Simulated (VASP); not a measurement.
# Mg (Pm-3n) in VASP: further runs, part 2 of 2

VASP 6.6.1. Earlier steps stand in the parts before.

**4. Relaxation of cell and atoms, r2SCAN**

This run uses another cell than the first one, of 23.24 Å³/atom.

Contents of POSCAR:

```
Mg
1.0
    5.7071978321      0.0000000000      0.0000000000
    0.0000000000      5.7071978321      0.0000000000
    0.0000000000      0.0000000000      5.7071978321
Mg
8
Direct
    0.0000000000      0.0000000000      0.0000000000
    0.5000000000      0.5000000000      0.5000000000
    0.2500000000      0.0000000000      0.5000000000
    0.7500000000      0.0000000000      0.5000000000
    0.5000000000      0.2500000000      0.0000000000
    0.5000000000      0.7500000000      0.0000000000
    0.0000000000      0.5000000000      0.2500000000
    0.0000000000      0.5000000000      0.7500000000
```

Contents of INCAR.step1:

```
PREC = Accurate ; ENCUT = 600
ISMEAR = -1 ; SIGMA = 0.1
LREAL = False ; LASPH = True
NELM = 60 ; GGA = PE
ALGO = Normal ; EDIFF = 1E-4
LWAVE = True ; LCHARG = False
```

Contents of INCAR.step2:

```
PREC = Accurate ; ENCUT = 600
EDIFF = 1E-6 ; ISMEAR = -1
SIGMA = 0.1 ; LREAL = False
LASPH = True ; NELM = 60
ALGO = Normal ; ISIF = 3
LWAVE = False ; LCHARG = False
METAGGA = R2SCAN ; LMIXTAU = True
IBRION = 2 ; NSW = 80
EDIFFG = -0.01 ; ISTART = 1
```

Contents of KPOINTS:

```
Automatic mesh
0
Gamma
  5 5 5
```

Potentials or basis: VASP PAW PBE potentials, release 64 (Mg).

Launch:

```console
> cat potpaw_PBE.64/Mg/POTCAR > POTCAR
> cp INCAR.step1 INCAR
> mpirun -np 1 vasp_std > vasp.out
> cp INCAR.step2 INCAR
> mpirun -np 1 vasp_std > vasp.out
```

OUTCAR:

```text
PREC = Accurate
   ENCUT = 600
   EDIFF = 1E-6
   ISMEAR = -1
   LREAL = False
   LASPH = True
   NELM = 60
   ISIF = 3
   METAGGA = R2SCAN
   IBRION = 2
   NSW = 80
   EDIFFG = -0.01
   ISTART = 1

 ion  position               nearest neighbor table
   1  0.000  0.000  0.000-   3 3.19   4 3.19   5 3.19   6 3.19   7 3.19   8 3.19   3 3.19   4 3.19
                             7 3.19   8 3.19   5 3.19   6 3.19
   2  0.500  0.500  0.500-   3 3.19   4 3.19   5 3.19   6 3.19   7 3.19   8 3.19   5 3.19   6 3.19
                             3 3.19   4 3.19   7 3.19   8 3.19
   3  0.250  0.000  0.500-   4 2.85   4 2.85   1 3.19   1 3.19   2 3.19   2 3.19   5 3.49   6 3.49
                             6 3.49   5 3.49   8 3.49   7 3.49   8 3.49   7 3.49
   4  0.750  0.000  0.500-   3 2.85   3 2.85   1 3.19   1 3.19   2 3.19   2 3.19   5 3.49   6 3.49
                             6 3.49   5 3.49   8 3.49   7 3.49   8 3.49   7 3.49
   5  0.500  0.250  0.000-   6 2.85   6 2.85   1 3.19   2 3.19   2 3.19   1 3.19   3 3.49   4 3.49
                             3 3.49   4 3.49   8 3.49   7 3.49   7 3.49   8 3.49
   6  0.500  0.750  0.000-   5 2.85   5 2.85   1 3.19   2 3.19   2 3.19   1 3.19   3 3.49   4 3.49
                             3 3.49   4 3.49   8 3.49   7 3.49   7 3.49   8 3.49
   7  0.000  0.500  0.250-   8 2.85   8 2.85   1 3.19   2 3.19   1 3.19   2 3.19   3 3.49   4 3.49
                             5 3.49   3 3.49   4 3.49   6 3.49   5 3.49   6 3.49
   8  0.000  0.500  0.750-   7 2.85   7 2.85   1 3.19   2 3.19   1 3.19   2 3.19   3 3.49   4 3.49
                             5 3.49   3 3.49   4 3.49   6 3.49   5 3.49   6 3.49

  LATTYP: Found a simple cubic cell.
 ALAT       =     5.7071978321

  Lattice vectors:

 A1 = (   5.7071978321,   0.0000000000,   0.0000000000)
 A2 = (   0.0000000000,   5.7071978321,   0.0000000000)
 A3 = (   0.0000000000,   0.0000000000,   5.7071978321)

Analysis of symmetry for initial positions (statically):
=====================================================================
 Subroutine PRICEL returns:
 Original cell was already a primitive cell.

 Routine SETGRP: Setting up the symmetry group for a
 simple cubic supercell.

 Subroutine GETGRP returns: Found 48 space group operations
 (whereof 24 operations were pure point group operations)
 out of a pool of 48 trial point group operations.

The static configuration has the point symmetry T_h .
 The point group associated with its full space group is O_h .

Analysis of symmetry for dynamics (positions and initial velocities):
=====================================================================
 Subroutine PRICEL returns:
 Original cell was already a primitive cell.

 Routine SETGRP: Setting up the symmetry group for a
 simple cubic supercell.

 Subroutine GETGRP returns: Found 48 space group operations
 (whereof 24 operations were pure point group operations)
 out of a pool of 48 trial point group operations.

The dynamic configuration has the point symmetry T_h .
 The point group associated with its full space group is O_h .

 Subroutine INISYM returns: Found 48 space group operations
 (whereof 24 operations are pure point group operations),
 and found     1 'primitive' translations

----------------------------------------------------------------------------------------

                                     Primitive cell

  volume of cell :     185.8955

  direct lattice vectors                    reciprocal lattice vectors
     5.707197832  0.000000000  0.000000000     0.175217336  0.000000000  0.000000000
[... 54 lines left out ...]
            Coordinates               Weight
  0.000000  0.000000  0.000000      1.000000
  0.200000  0.000000  0.000000      6.000000
  0.400000  0.000000  0.000000      6.000000
  0.200000  0.200000  0.000000     12.000000
  0.400000  0.200000  0.000000     24.000000
  0.400000  0.400000  0.000000     12.000000
  0.200000  0.200000  0.200000      8.000000
  0.400000  0.200000  0.200000     24.000000
  0.400000  0.400000  0.200000     24.000000
  0.400000  0.400000  0.400000      8.000000
   k-points           NKPTS =     10   k-points in BZ     NKDIM =     10   number of bands    NBANDS=     13
   number of dos      NEDOS =    301   number of ions     NIONS =      8
   total plane-waves  NPLWV = 110592
   dimension x,y,z NGX =    48 NGY =   48 NGZ =   48
   dimension x,y,z NGXF=    96 NGYF=   96 NGZF=   96
   ions per type =               8
   NGX,Y,Z   is equivalent  to a cutoff of  13.98, 13.98, 13.98 a.u.
   NGXF,Y,Z  is equivalent  to a cutoff of  27.96, 27.96, 27.96 a.u.
 SYSTEM =  unknown system
   PREC   = accura    normal or accurate (medium, high low for compatibility)
   ISTART =      1    job   : 0-new  1-cont  2-samecut
   ICHARG =      0    charge: 1-file 2-atom 10-const
   ISPIN  =      1    spin polarized calculation?
   LNONCOLLINEAR =      F non collinear calculations
   LSORBIT =      F    spin-orbit coupling
   LASPH  =      T    aspherical Exc in radial PAW
   ENCUT  =  600.0 eV  44.10 Ry    6.64 a.u.  11.40 11.40 11.40*2*pi/ulx,y,z
   NELM   =     60;   NELMIN=  2; NELMDL=  0     # of ELM steps
   EDIFF  = 0.1E-05   stopping-criterion for ELM
   LREAL  =      F    real-space projection
   EDIFFG = -.1E-01   stopping-criterion for IOM
   NSW    =     80    number of steps for IOM
   IBRION =      2    ionic relax: 0-MD 1-quasi-New 2-CG
   NFREE  =      1    steps in history (QN), initial steepest desc. (CG)
   ISIF   =      3    stress and relaxation
   ISYM   =      2    0-nonsym 1-usesym 2-fastsym
   POTIM  = 0.5000    time-step for ionic-motion
   TEBEG  =    0.0;   TEEND  =   0.0 temperature during run
   PSTRESS=    0.0 pullay stress
   NELECT =      16.0000    total number of electrons
   NUPDOWN=      -1.0000    fix difference up-down
   EMIN   =  10.00;   EMAX   =-10.00  energy-range for DOS
   EFERMI =   0.00;   METHOD = LEGACY
   ISMEAR =    -1;   SIGMA  =   0.10  broadening in eV -4-tet -1-fermi 0-gaus
   EFERMI_NEDOS =   21; number of points for ismear=-14 and -15
   IALGO  =     38    algorithm
   IMIX   =      4    mixing-type and parameters
     AMIX     =   0.40;   BMIX     =  1.00
     AMIX_MAG =   1.60;   BMIX_MAG =  1.00
  volume/ion in A,a.u.               =      23.24       156.81
  Fermi-wavevector in a.u.,A,eV,Ry     =   0.722812  1.365916  7.108458  0.522457
  Thomas-Fermi vector in A             =   1.812869
   LORBIT       =      0    0 simple, 1 ext, 2 COOP (PROOUT), +10 PAW based schemes
   METAGGA = R2SCAN    functional components
   LHFCALC =     F    Hartree Fock is set to
   AEXX    =    0.0000 exact exchange contribution
   IVDW    =     0    specifies the selected vdW correction
   LEPSILON=     F    determine dielectric tensor
   LRPA    =     F    only Hartree local field effects (RPA)
 conjugate gradient relaxation of ions
 non-spin polarized calculation
  energy-cutoff  :      600.00
  volume of cell :      185.90
 maximum number of plane-waves:      6226
 NGX is ok and might be reduce to    48
   NGX = 23   NGY = 23   NGZ = 23

--------------------------------------- Ionic step        1  -------------------------------------------

 number of electron      16.0000000 magnetization

 Free energy of the ion-electron system (eV)
  ---------------------------------------------------
  ext. energy  EPLUGINS =         0.00000000
  ---------------------------------------------------
  free energy    TOTEN  =       -32.79413342 eV

  energy without entropy =      -32.69113665  energy(sigma->0) =      -32.74263504

------------------------ aborting loop because EDIFF is reached ----------------------------------------

  FORCE on cell =-STRESS in cart. coord.  units (eV):
  Direction    XX          YY          ZZ          XY          YZ          ZX
  --------------------------------------------------------------------------------------
  -------------------------------------------------------------------------------------
  Total       -0.6053280     -0.6053280     -0.6053280      0.0000000     -0.0000000      0.0000000
  in kB       -5.2171406     -5.2171406     -5.2171406      0.0000000     -0.0000000      0.0000000
  external PRESSURE =      -5.2171406 kB  Pullay stress =       0.0000000 kB
[... 71 lines left out ...]
--------------------------------------- Ionic step        3  -------------------------------------------

 number of electron      16.0000000 magnetization

 Free energy of the ion-electron system (eV)
  ---------------------------------------------------
  ext. energy  EPLUGINS =         0.00000000
  ---------------------------------------------------
  free energy    TOTEN  =       -32.79847934 eV

  energy without entropy =      -32.69591732  energy(sigma->0) =      -32.74719833

 E-fermi :   2.6345     XC(G=0):  -9.0431

 val. band max:        2.4408585150   @ k =   0.2000   0.2000   0.2000
 cond. band min:       2.6857736168   @ k =   0.2000   0.2000   0.2000
 fundamental gap:      0.2449151018
 Fermi energy:         2.6344563283

 k-point     1 :       0.0000    0.0000    0.0000
  band No.  band energies     occupation
      1      -4.7461      2.00000
      2       0.0916      2.00000
      3       0.0916      2.00000
      4       0.0916      2.00000
      5       0.1095      2.00000
      6       0.1095      2.00000
      7       0.1283      2.00000
      8       4.2480      0.00000
      9       4.2480      0.00000
     10       4.2480      0.00000
     11       4.3209      0.00000
     12       4.3209      0.00000
     13       4.7666      0.00000
[... 177 lines left out ...]
  FREE ENERGIE OF THE ION-ELECTRON SYSTEM (eV)
  ---------------------------------------------------
  free  energy   TOTEN  =       -32.7984793397 eV

  energy  without entropy=      -32.6959173195  energy(sigma->0) =      -32.74719833

 reached required accuracy - stopping structural energy minimisation
```

Run time: 8.9 min. Hardware: 1 thread of Intel Xeon 8259CL, shared host; peak memory 0.35 GiB.

What came out:

```
Free energy                           : -32.7985 eV
Relaxed volume                        : 22.92 Å³/atom
Relaxed cell                          : a = 5.681 Å, b = 5.681 Å, c = 5.681 Å, α = 90.00°, β = 90.00°, γ = 90.00°
Space group after relaxing (to 0.1 Å) : Pm-3n (No. 223)
Energy gained by relaxing             : 0.5 meV/atom
Ionic steps                           : 3
Pressure after relaxing               : 0.0 GPa
Band gap on the k mesh                : zero (bands 8 and 9 overlap by 2.40 eV)
```

Step by step:
```
step  energy change (eV)  largest force (eV/Å)  pressure (GPa)  volume (Å³)
   1              0.0000                0.0000           -0.52       185.90
   2             -0.0041                0.0000           -0.12       183.87
   3             -0.0043                0.0000           -0.01       183.37
```

Final structure:
```xyz
8
Lattice="5.6812 0.0000 0.0000 0.0000 5.6812 0.0000 0.0000 0.0000 5.6812" Properties=species:S:1:pos:R:3 pbc="T T T"
Mg    0.0000    0.0000    0.0000
Mg    2.8406    2.8406    2.8406
Mg    1.4203    0.0000    2.8406
Mg    4.2609    0.0000    2.8406
Mg    2.8406    1.4203    0.0000
Mg    2.8406    4.2609    0.0000
Mg    0.0000    2.8406    1.4203
Mg    0.0000    2.8406    4.2609
```

Levels at points of the mesh, in eV from the Fermi level:
```csv
k point,band 5,band 6,band 7,band 8,band 9,band 10,band 11,band 12
"(0.00, 0.00, 0.00)",-2.52,-2.52,-2.51,1.61,1.61,1.61,1.69,1.69
```

Caveat: the PAW data sets were made with another functional, which shifts forces and pressure a little.

**5. The runs side by side**

| task | cell | k mesh | cutoff (eV) | gap on the mesh (eV) | pressure (GPa) |
| --- | --- | --- | --- | --- | --- |
| single point | a = 5.693 Å, 8 atoms | 5 × 5 × 5 | 520 | none | -0.3 |
| single point | a = 5.693 Å, 8 atoms | 6 × 6 × 6 | 520 | none | -0.3 |
| relaxation of cell and atoms | relaxed from a = 5.707 Å, 8 atoms | 5 × 5 × 5 | 600 | none | 0.0 |

Alike in all rows: level r2SCAN; potentials or basis VASP PAW PBE potentials, release 64 (Mg); no spin polarisation; smearing fermi-dirac 0.1 eV.

Caveats: the PAW data sets were made with another functional, which shifts forces and pressure a little.

Total energies depend on the potentials used, so only differences within one code and one set of settings carry meaning.

The gap in the log of VASP goes by the Fermi energy; the results here count the filled bands.